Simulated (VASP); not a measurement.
Set up this calculation in VASP 6.6.1, as the native input.

| Property | Result |
| --- | --- |
| Task | single point |
| Functional | HSE06 |
| Potentials or basis | VASP PAW PBE potentials, release 64 (Cu) |
| Cutoff | 520 eV |
| k mesh | 8 × 8 × 8 |
| Occupations | fermi-dirac, width 0.05 eV |
| Spin | no spin polarisation |
| Dipole correction | no |
| Grid for exact exchange (PRECFOCK) | Normal |
| Further INCAR settings | ALGO = Normal; EDIFF = 1e-06; NBANDS = 12 |
| Share of exact exchange | 0.25 |
| Screening parameter | 0.2079 1/Å |

Crystal: Cu.

```
CELL_PARAMETERS angstrom
0.00000 1.79537 1.79537
1.79537 0.00000 1.79537
1.79537 1.79537 0.00000
ATOMIC_POSITIONS crystal
Cu 0.00000 0.00000 0.00000
```

One way to write it, as run:

POSCAR

```
Cu
1.0
    0.0000000000      1.7953687620      1.7953687620
    1.7953687620      0.0000000000      1.7953687620
    1.7953687620      1.7953687620      0.0000000000
Cu
1
Direct
    0.0000000000      0.0000000000      0.0000000000
```

INCAR.step1

```
PREC = Accurate ; ENCUT = 520
EDIFF = 1E-5 ; ISMEAR = -1
SIGMA = 0.05 ; LREAL = F
LASPH = T ; NELM = 120
ALGO = Normal ; ISIF = 2
LWAVE = T ; LCHARG = F
NBANDS = 12 ; GGA = PE
GGA_COMPAT = F
```

INCAR.step2

```
PREC = Accurate ; ENCUT = 520
EDIFF = 1E-6 ; ISMEAR = -1
SIGMA = 0.05 ; LREAL = F
LASPH = T ; NELM = 120
ALGO = Normal ; ISIF = 2
LWAVE = F ; LCHARG = F
GGA = PE ; LHFCALC = T
HFSCREEN = 0.2079 ; PRECFOCK = Normal
NBANDS = 12 ; ISTART = 1
GGA_COMPAT = F
```

KPOINTS

```
Automatic mesh
0
Gamma
  8 8 8
```

Potentials or basis: VASP PAW PBE potentials, release 64 (Cu).

Command:

```console
$ cat potpaw_PBE.64/Cu/POTCAR > POTCAR
$ cp INCAR.step1 INCAR
$ mpirun -np 1 vasp_std > vasp.out
$ cp INCAR.step2 INCAR
$ mpirun -np 1 vasp_std > vasp.out
```

It gave:

The pressure is 5.8 GPa. The band gap on the k mesh is zero (an odd number of electrons rules out a gap without spin polarisation).

Caveat: the k points lie up to 0.38 Å⁻¹ apart, too coarse for converged energies and pressures of a metal; the PAW data sets were made with another functional, which shifts forces and pressure a little.

It took 22 min on 1 thread of Intel(R) Xeon(R) Platinum 8488C (Sapphire Rapids), with other jobs on the host, peak memory 0.23 GiB.
